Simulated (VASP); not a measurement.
# C (Cm) in VASP: single point with PBE

Aim: the single point of C with PBE.

Everything below comes from runs of VASP 6.6.1. Logs are shortened: lines on timing, memory, paths and dates and some standing lists are left out, and cuts for length are marked.

## Step 1: The cell of the first run

It takes space group Cm (No. 8, monoclinic). The conventional cell has a = 4.254 Å, b = 2.456 Å, c = 7.173 Å, α = 90.00°, β = 90.00°, γ = 90.00°. C (site symmetry m) has 3 C at 1.42 Å within 1.9 Å. Within 1.8 Å of C (site symmetry m) lie 3 C at 1.32 to 1.64 Å. C (site symmetry m) has 3 C at 1.32 to 1.64 Å within 1.8 Å. C (site symmetry m) has 3 C at 1.42 Å within 1.9 Å.

## Step 2: Single point, PBE (one atom moved)

INCAR

```
  PREC = Accurate
  ENCUT = 520
  EDIFF = 1E-6
  ISMEAR = 0
  SIGMA = 0.1
  LREAL = False
  LASPH = True
  NELM = 100
  ALGO = Normal
  ISIF = 2
  LWAVE = False
  LCHARG = False
  GGA = PE
  NBANDS = 16
```

KPOINTS

```
regular mesh
0
Gamma
  18 18 6
```

POSCAR

```
C
1.0
    1.2280479700     -2.1270618200      0.0000000000
    1.2280479700      2.1270618200      0.0000000000
    0.0000000000      0.0000000000      7.1732677600
C
4
Direct
    0.0833794600      0.9166205400      0.7531376000
    0.5304896009      0.4695103991      0.2468624000
    0.9166205400      0.0833794600      0.2468624000
    0.4166205400      0.5833794600      0.7531376000
```

Potentials or basis: VASP PAW PBE potentials, release 64 (C).

On the command line:

```bash
$ cat potpaw_PBE.64/C/POTCAR > POTCAR
$ mpirun -np 1 vasp_std > vasp.out
```

OUTCAR:

```text
PREC = Accurate
   ENCUT = 520
   EDIFF = 1E-6
   ISMEAR = 0
   LREAL = False
   LASPH = True
   NELM = 100
   ISIF = 2
   GGA = PE

 ion  position               nearest neighbor table
   1  0.083  0.917  0.753-   4 1.42   4 1.42   4 1.42
   2  0.530  0.470  0.247-   3 1.32   3 1.32   3 1.64
   3  0.917  0.083  0.247-   2 1.32   2 1.32   2 1.64
   4  0.417  0.583  0.753-   1 1.42   1 1.42   1 1.42

  LATTYP: Found a hexagonal cell.
 ALAT       =     2.4561135566
 C/A-ratio  =     2.9205765918

  Lattice vectors:

 A1 = (   1.2280479700,  -2.1270618200,   0.0000000000)
 A2 = (   1.2280479700,   2.1270618200,   0.0000000000)
 A3 = (   0.0000000000,   0.0000000000,   7.1732677600)

Analysis of symmetry for initial positions (statically):
=====================================================================
 Subroutine PRICEL returns:
 Original cell was already a primitive cell.

 Routine SETGRP: Setting up the symmetry group for a
 hexagonal supercell.

 Subroutine GETGRP returns: Found  2 space group operations
 (whereof  2 operations were pure point group operations)
 out of a pool of 24 trial point group operations.

The static configuration has the point symmetry C_1h.

Analysis of symmetry for dynamics (positions and initial velocities):
=====================================================================
 Subroutine PRICEL returns:
 Original cell was already a primitive cell.

 Routine SETGRP: Setting up the symmetry group for a
 hexagonal supercell.

 Subroutine GETGRP returns: Found  2 space group operations
 (whereof  2 operations were pure point group operations)
 out of a pool of 24 trial point group operations.

The dynamic configuration has the point symmetry C_1h.

 Subroutine INISYM returns: Found  2 space group operations
 (whereof  2 operations are pure point group operations),
 and found     1 'primitive' translations

----------------------------------------------------------------------------------------

                                     Primitive cell

  volume of cell :      37.4751

  direct lattice vectors                    reciprocal lattice vectors
     1.228047970 -2.127061820  0.000000000     0.407150219 -0.235066041  0.000000000
     1.228047970  2.127061820  0.000000000     0.407150219  0.235066041  0.000000000
     0.000000000  0.000000000  7.173267760     0.000000000  0.000000000  0.139406479

  length of vectors
     2.456113557  2.456113557  7.173267760     0.470135453  0.470135453  0.139406479

[... 87 lines left out ...]
   NSW    =      0    number of steps for IOM
   IBRION =     -1    ionic relax: 0-MD 1-quasi-New 2-CG
   NFREE  =      0    steps in history (QN), initial steepest desc. (CG)
   ISIF   =      2    stress and relaxation
   ISYM   =      2    0-nonsym 1-usesym 2-fastsym
   POTIM  = 0.5000    time-step for ionic-motion
   TEBEG  =    0.0;   TEEND  =   0.0 temperature during run
   PSTRESS=    0.0 pullay stress
   NELECT =      16.0000    total number of electrons
   NUPDOWN=      -1.0000    fix difference up-down
   EMIN   =  10.00;   EMAX   =-10.00  energy-range for DOS
   EFERMI =   0.00;   METHOD = LEGACY
   ISMEAR =     0;   SIGMA  =   0.10  broadening in eV -4-tet -1-fermi 0-gaus
   EFERMI_NEDOS =   21; number of points for ismear=-14 and -15
   IALGO  =     38    algorithm
   IMIX   =      4    mixing-type and parameters
     AMIX     =   0.40;   BMIX     =  1.00
     AMIX_MAG =   1.60;   BMIX_MAG =  1.00
  volume/ion in A,a.u.               =       9.37        63.22
  Fermi-wavevector in a.u.,A,eV,Ry     =   1.232728  2.329519 20.675669  1.519619
  Thomas-Fermi vector in A             =   2.367487
   LORBIT       =      0    0 simple, 1 ext, 2 COOP (PROOUT), +10 PAW based schemes
   GGA     = PE    functional components
   LHFCALC =     F    Hartree Fock is set to
   AEXX    =    0.0000 exact exchange contribution
   IVDW    =     0    specifies the selected vdW correction
   LEPSILON=     F    determine dielectric tensor
   LRPA    =     F    only Hartree local field effects (RPA)
 non-spin polarized calculation
 Gauss-broadening in eV      SIGMA  =   0.10
  energy-cutoff  :      520.00
  volume of cell :       37.48
 maximum number of plane-waves:      1028
   NGX =  9   NGY =  9   NGZ = 27

 number of electron      15.9999997 magnetization

 Free energy of the ion-electron system (eV)
  ---------------------------------------------------
  ext. energy  EPLUGINS =         0.00000000
  ---------------------------------------------------
  free energy    TOTEN  =       -35.75505093 eV

  energy without entropy =      -35.75389631  energy(sigma->0) =      -35.75447362

 E-fermi :   4.3631     XC(G=0):  -9.8716

 val. band max:        4.3425063334   @ k =   0.3333   0.3333   0.1667
 cond. band min:       4.3703138760   @ k =   0.3333   0.2778   0.0000
 fundamental gap:      0.0278075426
 Fermi energy:         4.3630563285

 k-point     1 :       0.0000    0.0000    0.0000
  band No.  band energies     occupation
      1     -15.6274      2.00000
      2     -15.3208      2.00000
      3      -4.2386      2.00000
      4      -2.8506      2.00000
      5      -2.1440      2.00000
      6       1.2326      2.00000
[... 433 lines left out ...]
      3      -3.6415      2.00000
      4      -2.7340      2.00000
      5      -2.2778      2.00000
      6      -0.5463      2.00000
[... 8 lines left out ...]
     15      14.7650      0.00000
     16      17.1611      0.00000

 [... further k-points ...]

------------------------ aborting loop because EDIFF is reached ----------------------------------------

  FORCE on cell =-STRESS in cart. coord.  units (eV):
  Direction    XX          YY          ZZ          XY          YZ          ZX
  --------------------------------------------------------------------------------------
  -------------------------------------------------------------------------------------
  Total        6.6538594      1.4512719      0.3713793      0.0000000      0.0009584      0.0000000
  in kB      284.4734381     62.0464443     15.8776352      0.0000000      0.0409755      0.0000000
  external PRESSURE =     120.7991725 kB  Pullay stress =       0.0000000 kB

 VOLUME and BASIS-vectors are now :
 -----------------------------------------------------------------------------
  energy-cutoff  :      520.00
  volume of cell :       37.48
      direct lattice vectors                 reciprocal lattice vectors
     1.228047970 -2.127061820  0.000000000     0.407150219 -0.235066041  0.000000000
     1.228047970  2.127061820  0.000000000     0.407150219  0.235066041  0.000000000
     0.000000000  0.000000000  7.173267760     0.000000000  0.000000000  0.139406479

 POSITION                                       TOTAL-FORCE (eV/Angst)
 -----------------------------------------------------------------------------------
      1.22805      1.77236      5.40246         0.000000      0.007923     -0.008979
      1.22805     -0.12971      1.77081         0.000000     -8.231560      0.008660
      1.22805     -1.77236      1.77081         0.000000      8.233234      0.009115
      1.22805      0.35471      5.40246         0.000000     -0.009598     -0.008796
 -----------------------------------------------------------------------------------
    total drift:                               -0.000000     -0.000121      0.000013

  FREE ENERGIE OF THE ION-ELECTRON SYSTEM (eV)
  ---------------------------------------------------
  free  energy   TOTEN  =       -35.7550509336 eV

  energy  without entropy=      -35.7538963059  energy(sigma->0) =      -35.75447362
```

stdout:

```text
POSCAR found type information on POSCAR C
 POSCAR found :  1 types and       4 ions
 scaLAPACK will be used
 LDA part: xc-table for (Slater+PW92), standard interpolation
 POSCAR, INCAR and KPOINTS ok, starting setup
 FFT: planning ... GRIDC
 FFT: planning ... GRID_SOFT
 FFT: planning ... GRID
 WAVECAR not read
 entering main loop
```

Run time: 3.9 min. Hardware: 1 thread of Intel Xeon Platinum 8259CL at 2.50GHz (Skylake/Cascade Lake), shared host; peak memory 0.32 GiB.

Results:

```yaml
Free_energy: -35.7551 eV
Pressure: 12.1 GPa
Largest_force: 8.233 eV/Å
Band_gap_on_the_k_mesh: zero (bands 8 and 9 overlap by 0.60 eV)
```

Forces on the atoms (eV/Å):
```
C    0.000  0.008 -0.009
C    0.000 -8.232  0.009
C    0.000  8.233  0.009
C    0.000 -0.010 -0.009
```

Levels at points of the mesh, in eV from the Fermi level:
```
           k point  band 6  band 7  band 8  band 9  band 10  band 11
(0.00, 0.00, 0.00)   -3.13   -3.12    0.46    3.61     3.89     8.29
(0.50, 0.00, 0.00)   -5.44   -2.57   -2.11    0.37     1.69     5.72
(0.50, 0.50, 0.00)   -6.54   -4.16   -2.36    1.43     4.16     6.71
(0.00, 0.00, 0.50)   -3.13   -3.12    0.47    3.89     5.61     5.83
(0.50, 0.00, 0.50)   -5.44   -2.50   -2.06    0.24     1.55     5.72
(0.50, 0.50, 0.50)   -6.54   -4.06   -2.50    1.55     3.91     6.72
```

Caveat: the cell differs from its parent crystal (one atom moved); the stress differs along the axes, from 2 to 28 GPa; this functional lacks dispersion, which binds layers or chains, so the pressure and a relaxed spacing across them are unreliable; forces of over 1 eV/Å act on the atoms, so gaps and moduli don't describe the material at rest.

The gap in the log of VASP goes by the Fermi energy; the results here count the filled bands.